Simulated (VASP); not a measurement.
# Tc12N (a cell with a defect) in VASP: a series of runs

Runs on Tc12N (a cell with a defect). Level: PBE. Tasks: single point.

Everything below comes from runs of VASP 6.6.1. Logs are shortened: lines on timing, memory, paths and dates and some standing lists are left out, and cuts for length are marked.

## (1) The cell of the first run

The cell holds a defect, 13 atoms: a = 5.480 Å, b = 8.220 Å, c = 4.395 Å, α = 90.00°, β = 90.00°, γ = 120.00°.

## (2) Single point, PBE

Input file INCAR:

```
PREC = Accurate ; ENCUT = 520
EDIFF = 1E-6 ; ISMEAR = -1
SIGMA = 0.1 ; LREAL = F
LASPH = T ; NELM = 60
ALGO = Normal ; ISIF = 2
LWAVE = F ; LCHARG = F
GGA = PE ; NBANDS = 92
```

Input file KPOINTS:

```
Automatic mesh
0
Gamma
  4 3 4
```

Input file POSCAR:

```
Tc12N
1.0
    5.4800000000      0.0000000000      0.0000000000
   -4.1100000000      7.1187290000      0.0000000000
    0.0000000000      0.0000000000      4.3949600000
Tc N
12 1
Direct
    0.0334017525      0.0168446884      0.0131687871
    0.1747887178      0.2308455794      0.4929170703
   -0.0044275397      0.3324871625     -0.0038883747
    0.1589550971      0.5539260109      0.5094406832
   -0.0019619538      0.6640193014      0.0088740908
    0.1672948922      0.8896678340      0.4940978077
    0.4878773543      0.0135900694      0.0156907032
    0.6719075171      0.2288241138      0.4964516785
    0.5125710485      0.3399044100     -0.0088261104
    0.6726890722      0.5548106797      0.5066732228
    0.4725377182      0.6344078671      0.0328673662
    0.6689398468      0.8893070402      0.4478812996
    0.6584834769      0.8768583430      0.8701455758
```

Potentials or basis: VASP PAW PBE potentials, release 64 (Tc_pv, N).

The run is started by

```bash
$ cat potpaw_PBE.64/Tc_pv/POTCAR potpaw_PBE.64/N/POTCAR > POTCAR
$ mpirun -np 1 vasp_std > vasp.out
```

OUTCAR:

```text
PREC = Accurate
   ENCUT = 520
   EDIFF = 1E-6
   ISMEAR = -1
   LREAL = F
   LASPH = T
   NELM = 60
   ISIF = 2
   GGA = PE

 ion  position               nearest neighbor table
   1  0.033  0.017  0.013-  13 1.89   7 2.50  12 2.58   2 2.60   6 2.62   9 2.64   3 2.71   2 2.75
                             6 2.76   5 2.81   7 2.98  12 3.03  11 3.11
   2  0.175  0.231  0.493-   1 2.60   3 2.69  10 2.70   4 2.70   9 2.71   3 2.72   9 2.73   8 2.73
                             8 2.75   1 2.75   6 2.78  12 2.80
   3  0.996  0.332  0.996-  11 2.56   4 2.66   9 2.68   8 2.68   8 2.68   2 2.69   1 2.71   7 2.71
                             2 2.72   5 2.72   4 2.75   9 2.80
   4  0.159  0.554  0.509-  11 2.58   3 2.66  10 2.67   8 2.67   5 2.69   5 2.69   2 2.70   6 2.74
                            11 2.75   3 2.75  12 2.79  10 2.81
   5  0.998  0.664  0.009-   9 2.66   6 2.67  10 2.68   4 2.69   4 2.69  10 2.69   3 2.72  11 2.73
                            11 2.77   6 2.77   7 2.78   1 2.81
   6  0.167  0.890  0.494-   7 2.60   1 2.62   5 2.67  10 2.73  12 2.74   4 2.74   7 2.75   1 2.76
                            12 2.76   5 2.77   8 2.78   2 2.78
   7  0.488  0.014  0.016-  13 1.90   1 2.50  12 2.58   6 2.60   8 2.61   9 2.62   3 2.71   8 2.75
                             6 2.75   5 2.78   1 2.98  12 3.04  11 3.08
   8  0.672  0.229  0.496-   7 2.61   9 2.67   4 2.67  10 2.68   3 2.68   3 2.68   9 2.71   2 2.73
                             2 2.75   7 2.75   6 2.78  12 2.79
   9  0.513  0.340  0.991-  11 2.54   7 2.62  10 2.62   1 2.64   5 2.66   8 2.67   3 2.68   8 2.71
                             2 2.71   2 2.73  10 2.73   3 2.80
  10  0.673  0.555  0.507-  11 2.59   9 2.62   4 2.67   5 2.68   8 2.68   5 2.69   2 2.70   6 2.73
                             9 2.73  12 2.77  11 2.77   4 2.81
  11  0.473  0.634  0.033-  13 1.87   9 2.54   3 2.56  12 2.57   4 2.58  10 2.59   5 2.73   4 2.75
                             5 2.77  10 2.77   7 3.08   1 3.11  12 3.15
  12  0.669  0.889  0.448-  13 1.86  13 2.54  11 2.57   1 2.58   7 2.58   6 2.74   6 2.76  10 2.77
                             4 2.79   8 2.79   2 2.80   1 3.03   7 3.04  11 3.15
  13  0.658  0.877  0.870-  12 1.86  11 1.87   1 1.89   7 1.90  12 2.54

  LATTYP: Found a simple monoclinic cell.
 ALAT       =     5.4800000000
 B/A-ratio  =     0.8020000000
 C/A-ratio  =     1.3228756879
 COS(beta)  =    -0.1889822319

  Lattice vectors:

 A1 = (   5.4800000000,   0.0000000000,   0.0000000000)
 A2 = (   0.0000000000,   0.0000000000,   4.3949600000)
 A3 = (  -1.3700000000,  -7.1187290000,   0.0000000000)

Analysis of symmetry for initial positions (statically):
=====================================================================
 Subroutine PRICEL returns:
 Original cell was already a primitive cell.

 Routine SETGRP: Setting up the symmetry group for a
 simple monoclinic supercell.

 Subroutine GETGRP returns: Found  1 space group operations
 (whereof  1 operations were pure point group operations)
 out of a pool of  4 trial point group operations.

The static configuration has the point symmetry C_1 .

Analysis of symmetry for dynamics (positions and initial velocities):
=====================================================================
 Subroutine PRICEL returns:
 Original cell was already a primitive cell.

 Routine SETGRP: Setting up the symmetry group for a
 simple monoclinic supercell.

 Subroutine GETGRP returns: Found  1 space group operations
 (whereof  1 operations were pure point group operations)
 out of a pool of  4 trial point group operations.

The dynamic configuration has the point symmetry C_1 .

 Subroutine INISYM returns: Found  1 space group operations
 (whereof  1 operations are pure point group operations),
 and found     1 'primitive' translations

----------------------------------------------------------------------------------------

                                     Primitive cell

  volume of cell :     171.4502

  direct lattice vectors                    reciprocal lattice vectors
     5.480000000  0.000000000  0.000000000     0.182481752  0.105355886  0.000000000
    -4.110000000  7.118729000  0.000000000     0.000000000  0.140474514  0.000000000
     0.000000000  0.000000000  4.394960000     0.000000000  0.000000000  0.227533356

  length of vectors
     5.480000000  8.220000157  4.394960000     0.210711776  0.140474514  0.227533356

  position of ions in fractional coordinates (direct lattice)
     0.033401752  0.016844688  0.013168787
     0.174788718  0.230845579  0.492917070
     0.995572460  0.332487163  0.996111625
     0.158955097  0.553926011  0.509440683
     0.998038046  0.664019301  0.008874091
     0.167294892  0.889667834  0.494097808
     0.487877354  0.013590069  0.015690703
     0.671907517  0.228824114  0.496451679
     0.512571048  0.339904410  0.991173890
     0.672689072  0.554810680  0.506673223
     0.472537718  0.634407867  0.032867366
     0.668939847  0.889307040  0.447881300
     0.658483477  0.876858343  0.870145576

  ion indices of the primitive-cell ions
   primitive index   ion index
                 1           1
                 2           2
                 3           3
                 4           4
                 5           5
                 6           6
                 7           7
                 8           8
                 9           9
                10          10
                11          11
                12          12
                13          13

----------------------------------------------------------------------------------------

 KPOINTS: Automatic mesh

Automatic generation of k-mesh.
 Grid dimensions read from file:
 generate k-points for:    4    3    4

 Generating k-lattice:

  Cartesian coordinates                     Fractional coordinates (reciprocal lattice)
     0.045620438  0.026338971  0.000000000     0.250000000  0.000000000  0.000000000
     0.000000000  0.046824838  0.000000000     0.000000000  0.333333333  0.000000000
     0.000000000  0.000000000  0.056883339     0.000000000  0.000000000  0.250000000

  Length of vectors
     0.052677944  0.046824838  0.056883339

  Shift w.r.t. Gamma in fractional coordinates (k-lattice)
     0.000000000  0.000000000  0.000000000

 Subroutine IBZKPT returns following result:
 ===========================================

 Found     26 irreducible k-points:

 Following reciprocal coordinates:
            Coordinates               Weight
  0.000000  0.000000  0.000000      1.000000
  0.250000  0.000000  0.000000      2.000000
  0.500000  0.000000  0.000000      1.000000
  0.000000  0.333333  0.000000      2.000000
  0.250000  0.333333  0.000000      2.000000
  0.500000  0.333333  0.000000      2.000000
[... 16 lines left out ...]
  0.000000  0.333333  0.500000      2.000000
  0.250000  0.333333  0.500000      2.000000
 [... further k-points ...]
   k-points           NKPTS =     26   k-points in BZ     NKDIM =     26   number of bands    NBANDS=     92
   number of dos      NEDOS =    301   number of ions     NIONS =     13
   total plane-waves  NPLWV =  96768
   dimension x,y,z NGX =    42 NGY =   64 NGZ =   36
   dimension x,y,z NGXF=    84 NGYF=  128 NGZF=   72
   ions per type =              12   1
   NGX,Y,Z   is equivalent  to a cutoff of  12.74, 12.94, 13.62 a.u.
   NGXF,Y,Z  is equivalent  to a cutoff of  25.48, 25.89, 27.24 a.u.
 SYSTEM =  unknown system
   PREC   = accura    normal or accurate (medium, high low for compatibility)
   ISTART =      0    job   : 0-new  1-cont  2-samecut
   ICHARG =      2    charge: 1-file 2-atom 10-const
   ISPIN  =      1    spin polarized calculation?
   LNONCOLLINEAR =      F non collinear calculations
   LSORBIT =      F    spin-orbit coupling
   LASPH  =      T    aspherical Exc in radial PAW
   ENCUT  =  520.0 eV  38.22 Ry    6.18 a.u.  10.19 15.28  8.17*2*pi/ulx,y,z
   NELM   =     60;   NELMIN=  2; NELMDL= -5     # of ELM steps
   EDIFF  = 0.1E-05   stopping-criterion for ELM
   LREAL  =      F    real-space projection
   EDIFFG = 0.1E-04   stopping-criterion for IOM
   NSW    =      0    number of steps for IOM
   IBRION =     -1    ionic relax: 0-MD 1-quasi-New 2-CG
   NFREE  =      0    steps in history (QN), initial steepest desc. (CG)
   ISIF   =      2    stress and relaxation
   ISYM   =      2    0-nonsym 1-usesym 2-fastsym
   POTIM  = 0.5000    time-step for ionic-motion
   TEBEG  =    0.0;   TEEND  =   0.0 temperature during run
   PSTRESS=    0.0 pullay stress
   NELECT =     161.0000    total number of electrons
   NUPDOWN=      -1.0000    fix difference up-down
   EMIN   =  10.00;   EMAX   =-10.00  energy-range for DOS
   EFERMI =   0.00;   METHOD = LEGACY
   ISMEAR =    -1;   SIGMA  =   0.10  broadening in eV -4-tet -1-fermi 0-gaus
   EFERMI_NEDOS =   21; number of points for ismear=-14 and -15
   IALGO  =     38    algorithm
   IMIX   =      4    mixing-type and parameters
     AMIX     =   0.40;   BMIX     =  1.00
     AMIX_MAG =   1.60;   BMIX_MAG =  1.00
  volume/ion in A,a.u.               =      13.19        89.00
  Fermi-wavevector in a.u.,A,eV,Ry     =   1.603138  3.029491 34.967657  2.570050
  Thomas-Fermi vector in A             =   2.699848
   LORBIT       =      0    0 simple, 1 ext, 2 COOP (PROOUT), +10 PAW based schemes
   GGA     = PE    functional components
   LHFCALC =     F    Hartree Fock is set to
   AEXX    =    0.0000 exact exchange contribution
   IVDW    =     0    specifies the selected vdW correction
   LEPSILON=     F    determine dielectric tensor
   LRPA    =     F    only Hartree local field effects (RPA)
 non-spin polarized calculation
  energy-cutoff  :      520.00
  volume of cell :      171.45
 maximum number of plane-waves:      4640
 NGX is ok and might be reduce to    42
   NGX = 21   NGY = 31   NGZ = 17

 number of electron     161.0000004 magnetization

 Free energy of the ion-electron system (eV)
  ---------------------------------------------------
  ext. energy  EPLUGINS =         0.00000000
  ---------------------------------------------------
  free energy    TOTEN  =      -131.30518172 eV

  energy without entropy =     -130.90380397  energy(sigma->0) =     -131.10449285

 E-fermi :  13.2579     XC(G=0): -13.9668

 val. band max:       13.2441113608   @ k =  -0.2500   0.0000   0.2500
 cond. band min:      13.2602405356   @ k =   0.2500   0.0000   0.0000
 fundamental gap:      0.0161291747
 Fermi energy:        13.2578799354

 k-point     1 :       0.0000    0.0000    0.0000
  band No.  band energies     occupation
      1     -26.5456      2.00000
      2     -26.4702      2.00000
      3     -26.3117      2.00000
      4     -26.1875      2.00000
      5     -26.1646      2.00000
      6     -26.1015      2.00000
[... 84 lines left out ...]
     91      15.5253      0.00000
     92      15.6341      0.00000

 k-point     2 :       0.2500    0.0000    0.0000
  band No.  band energies     occupation
      1     -26.4832      2.00000
      2     -26.4132      2.00000
      3     -26.2984      2.00000
      4     -26.1907      2.00000
      5     -26.1312      2.00000
      6     -26.0279      2.00000
[... 2079 lines left out ...]
     91      15.3012      0.00000
     92      15.6634      0.00000

 k-point    24 :       0.2500    0.3333    0.5000
  band No.  band energies     occupation
      1     -26.6496      2.00000
      2     -26.3365      2.00000
      3     -26.2485      2.00000
      4     -26.2441      2.00000
      5     -26.2040      2.00000
      6     -26.1644      2.00000
[... 84 lines left out ...]
     91      15.2823      0.00000
     92      15.5993      0.00000

 [... further k-points ...]

------------------------ aborting loop because EDIFF is reached ----------------------------------------

  FORCE on cell =-STRESS in cart. coord.  units (eV):
  Direction    XX          YY          ZZ          XY          YZ          ZX
  --------------------------------------------------------------------------------------
  -------------------------------------------------------------------------------------
  Total       23.6808530     23.1053064     18.9534229      0.5973590     -0.5195330      0.1662145
  in kB      221.2941729    215.9157731    177.1170171      5.5822340     -4.8549610      1.5532502
  external PRESSURE =     204.7756544 kB  Pullay stress =       0.0000000 kB

 VOLUME and BASIS-vectors are now :
 -----------------------------------------------------------------------------
  energy-cutoff  :      520.00
  volume of cell :      171.45
      direct lattice vectors                 reciprocal lattice vectors
     5.480000000  0.000000000  0.000000000     0.182481752  0.105355886  0.000000000
    -4.110000000  7.118729000  0.000000000     0.000000000  0.140474514  0.000000000
     0.000000000  0.000000000  4.394960000     0.000000000  0.000000000  0.227533356

 POSITION                                       TOTAL-FORCE (eV/Angst)
 -----------------------------------------------------------------------------------
      0.11381      0.11991      0.05788        -0.039693     -0.007599      0.014808
      0.00907      1.64333      2.16635         0.002580     -0.010659     -0.025152
      4.08921      2.36689      4.37787        -0.012942      0.018012     -0.006597
     -1.40556      3.94325      2.23897        -0.035120     -0.029290     -0.009866
      2.74013      4.72697      0.03900        -0.008243     -0.005688      0.012103
     -2.73976      6.33330      2.17154        -0.009278     -0.018988     -0.034425
      2.61771      0.09674      0.06896         0.053226     -0.007153      0.017401
      2.74159      1.62894      2.18189        -0.001297      0.023659     -0.004220
      1.41188      2.41969      4.35617         0.012230      0.010372     -0.015488
      1.40606      3.94955      2.22681         0.032842     -0.016135      0.005814
     -0.01791      4.51618      0.14445         0.003553      0.055168     -0.010429
      0.01074      6.33074      1.96842        -0.001288     -0.004581      0.048241
      0.00460      6.24212      3.82425         0.003430     -0.007119      0.007810
 -----------------------------------------------------------------------------------
    total drift:                                0.000228      0.000072     -0.000137

  FREE ENERGIE OF THE ION-ELECTRON SYSTEM (eV)
  ---------------------------------------------------
  free  energy   TOTEN  =      -131.3051817249 eV

  energy  without entropy=     -130.9038039669  energy(sigma->0) =     -131.10449285
```

It took 19 min on 1 thread of Intel Xeon 8259CL, shared host; peak memory 0.47 GiB.

Results:

| Property | Result |
| --- | --- |
| Free energy | -131.3052 eV |
| Pressure | 20.5 GPa |
| Largest force | 0.056 eV/Å |
| Band gap on the k mesh | zero (an odd number of electrons rules out a gap without spin polarisation) |

Forces on the atoms (eV/Å):
```
Tc  -0.040 -0.008  0.015
Tc   0.003 -0.011 -0.025
Tc  -0.013  0.018 -0.007
Tc  -0.035 -0.029 -0.010
Tc  -0.008 -0.006  0.012
Tc  -0.009 -0.019 -0.034
Tc   0.053 -0.007  0.017
Tc  -0.001  0.024 -0.004
Tc   0.012  0.010 -0.015
Tc   0.033 -0.016  0.006
Tc   0.004  0.055 -0.010
Tc  -0.001 -0.005  0.048
N    0.003 -0.007  0.008
```

Levels at points of the mesh, in eV from the Fermi level:
```
           k point  band 78  band 79  band 80  band 81  band 82  band 83
(0.00, 0.00, 0.00)    -0.61    -0.46    -0.35    -0.21     0.06     0.80
(0.50, 0.00, 0.00)    -0.61    -0.53    -0.41    -0.25    -0.10     0.11
(0.00, 0.00, 0.50)    -0.16    -0.13     0.11     0.28     0.39     0.69
(0.50, 0.00, 0.50)    -0.62    -0.46    -0.23    -0.17    -0.05     0.04
```

## (3) Single point, PBE

Input file INCAR:

```
ALGO = Normal ; EDIFF = 1E-7
ENCUT = 520 ; GGA = PE
ISIF = 2 ; ISMEAR = -1
LASPH = True ; LCHARG = False
LREAL = False ; LWAVE = False
NBANDS = 92 ; NELM = 80
PREC = Accurate ; SIGMA = 0.1
```

Input file KPOINTS:

```
k-points
0
Gamma
  4 3 4
```

Input file POSCAR:

```
Tc12N
1.0
    5.4800000000      0.0000000000      0.0000000000
   -4.1100000000      7.1187290000      0.0000000000
    0.0000000000      0.0000000000      4.3949600000
Tc N
12 1
Direct
    0.0722739244      0.0390659625     -0.0097384277
    0.1569590937      0.2255318330      0.4944982434
   -0.0137111924      0.3342731547     -0.0171332617
    0.1667689232      0.5708743794      0.4994357173
   -0.0038598067      0.6507903307     -0.0228898557
    0.1552963210      0.8742150460      0.4483999854
    0.4747980938     -0.0059139771      0.0100797277
    0.6657673851      0.2319234234      0.5155450789
    0.5100321699      0.3400185623     -0.0043913938
    0.6678941756      0.5585547645      0.5640096838
    0.4590568033      0.6249711149      0.0316043832
    0.6995881056      0.9044873038      0.4873536961
    0.6842829465      0.8756619335      0.9300425942
```

Potentials or basis: VASP PAW PBE potentials, release 64 (Tc_pv, N).

The run is started by

```bash
$ cat potpaw_PBE.64/Tc_pv/POTCAR potpaw_PBE.64/N/POTCAR > POTCAR
$ mpirun -np 1 vasp_std > vasp.out
```

Wall time 17 min (1 thread of Intel Xeon 8259CL, shared host); peak memory 0.43 GiB.

The run converged. Its results:

```yaml
Free_energy: -129.5870 eV
Pressure: 26.0 GPa
Largest_force: 3.699 eV/Å
Band_gap_on_the_k_mesh: zero (an odd number of electrons rules out a gap without spin polarisation)
```

Forces in eV/Å, atoms in the order of the input:
```
Tc  -1.173 -2.136 -0.011
Tc   0.360  1.437 -0.695
Tc   0.095 -0.555  0.260
Tc   0.371 -1.927  0.444
Tc  -0.646  1.551  1.692
Tc   0.067  1.040  2.020
Tc   0.407  1.890  0.025
Tc  -0.119 -0.519 -0.891
Tc   0.675  0.152  1.126
Tc  -0.282 -0.425 -3.664
Tc   0.677  0.650  1.184
Tc  -0.809 -1.243 -0.968
N    0.376  0.085 -0.524
```

Stress tensor (GPa, compression positive):
```
31.07  0.13 -0.80
 0.13 28.23 -0.70
-0.80 -0.70 18.66
```

Levels at points of the mesh, in eV from the Fermi level:
| k point | band 76 | band 77 | band 78 | band 79 | band 80 | band 81 | band 82 | band 83 | band 84 | band 85 |
| --- | --- | --- | --- | --- | --- | --- | --- | --- | --- | --- |
| (0.00, 0.00, 0.00) | -0.93 | -0.76 | -0.65 | -0.51 | -0.51 | -0.15 | 0.05 | 0.42 | 0.91 | 1.07 |
| (0.50, 0.00, 0.00) | -1.06 | -0.84 | -0.64 | -0.59 | -0.20 | -0.15 | -0.05 | 0.14 | 0.28 | 0.58 |
| (0.00, 0.00, 0.50) | -0.42 | -0.27 | -0.12 | -0.06 | 0.06 | 0.26 | 0.40 | 0.46 | 0.68 | 0.84 |
| (0.50, 0.00, 0.50) | -0.84 | -0.69 | -0.48 | -0.38 | -0.30 | -0.28 | -0.04 | 0.36 | 0.42 | 0.57 |

Caveat: the atoms stand as in a frame of molecular dynamics.
